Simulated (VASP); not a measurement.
Input of a VASP 6.6.1 run:

File INCAR:

```
SYSTEM = RbBr
ALGO = Normal ; EDIFF = 1E-7
ENCUT = 520 ; GGA = PS
ISIF = 2 ; ISMEAR = 0
LASPH = .True. ; LCHARG = .True.
LELF = .True. ; LREAL = .False.
LVHAR = .True. ; LWAVE = .False.
NBANDS = 15 ; NELM = 100
PREC = Accurate ; SIGMA = 0.05
```

KPOINTS

```
k-points
0
Gamma
  6 6 6
  0 0 0
```

File POSCAR:

```
RbBr
1.0
    4.1260773000      0.0000000000      0.0000000000
    0.0000000000      4.1260773000      0.0000000000
    0.0000000000      0.0000000000      4.1260773000
Rb Br
1 1
Direct
    0.0000000000      0.0000000000      0.0000000000
    0.5000000000      0.5000000000      0.5272656065
```

Potentials or basis: VASP PAW PBE potentials, release 64 (Rb_sv, Br).

Command:

```sh
$ cat potpaw_PBE.64/Rb_sv/POTCAR potpaw_PBE.64/Br/POTCAR > POTCAR
$ mpirun -np 1 vasp_std > vasp.out
```

Problem. Estimate the pressure.

Solution. -0.5 GPa.

Problem. What does it give for the largest force?

Solution. 0.075 eV/Å.

Problem. Estimate the band gap on the k mesh.

Solution. 3.91 eV (least direct gap 4.06 eV).

Forces in eV/Å, atoms in the order of the input:
```
Rb   0.000  0.000  0.075
Br   0.000  0.000 -0.075
```

Caveat: the cell differs from its parent crystal (all Br atoms moved +0.113 Å, as atom 2 along Cartesian [0 0 1]); the PAW data sets were made with another functional, which shifts forces and pressure a little. A k mesh can miss the band edges.
